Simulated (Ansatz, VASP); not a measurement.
## Al3BP4: VASP beside Ansatz

INCAR

```
SYSTEM = Al3BP4
ALGO = Normal
EDIFF = 1E-6
ENCUT = 520
GGA = PE
ISIF = 2
ISMEAR = 0
LASPH = .TRUE.
LCHARG = .TRUE.
LELF = .TRUE.
LREAL = .FALSE.
LVHAR = .TRUE.
LWAVE = .FALSE.
NBANDS = 26
NELM = 60
PREC = Accurate
SIGMA = 0.01
```

File KPOINTS:

```
k-points
0
G
  4 4 4
  0 0 0
```

Contents of POSCAR:

```
Al3BP4
1.0
    5.2768016513      0.0000000000      0.0000000000
    0.0000000000      5.2768016513      0.0000000000
    0.0000000000      0.0000000000      5.2768016513
B P Al
1 4 3
Direct
    0.0000000000      0.0000000000      0.0000000000
    0.2259210056      0.2259210056      0.2259210056
    0.7740789944      0.7740789944      0.2259210056
    0.7740789944      0.2259210056      0.7740789944
    0.2259210056      0.7740789944      0.7740789944
    0.5000000000      0.5000000000      0.0000000000
    0.5000000000      0.0000000000      0.5000000000
    0.0000000000      0.5000000000      0.5000000000
```

Input for Ansatz:

```yaml
crystal:
  lattice:
    - [5.2768016513, 0.0, 0.0]
    - [0.0, 5.2768016513, 0.0]
    - [0.0, 0.0, 5.2768016513]
  atoms:
    - { symbol: B, position: [0.0, 0.0, 0.0] }
    - { symbol: P, position: [0.2259210056, 0.2259210056, 0.2259210056] }
    - { symbol: Al, position: [0.5, 0.5, 0.0] }
    - { symbol: P, position: [0.7740789944, 0.7740789944, 0.2259210056] }
    - { symbol: Al, position: [0.5, 0.0, 0.5] }
    - { symbol: P, position: [0.7740789944, 0.2259210056, 0.7740789944] }
    - { symbol: Al, position: [0.0, 0.5, 0.5] }
    - { symbol: P, position: [0.2259210056, 0.7740789944, 0.7740789944] }
kpoints:
  mp_grid: { grid: [4, 4, 4] }
hamiltonian:
  xc: pbe
scf:
  occupations: { method: fixed }
  n_extra_bands: 6
output:
  forces: true
  stress: true
  eigenvalues: true
```

Alike in both runs: task single point; functional PBE; k mesh 4 × 4 × 4; no spin polarisation.

```csv
,VASP,Ansatz
version,VASP 6.6.1,Ansatz 0.2.0
potentials or method,"VASP PAW PBE potentials, release 64 (B, P, Al)","plane waves, PAW"
plane-wave cutoff (eV),520,420
occupations,"gaussian, width 0.01 eV",fixed
valence electrons in the cell,32,32
```

Ansatz gave:

```
gap on the k mesh at the Fermi level (eV) : 1.04
pressure (GPa)                            : 0.0
```

Question: Which values does VASP return?

Answer: gap on the k mesh at the Fermi level (eV): 1.04; pressure (GPa): -0.1.
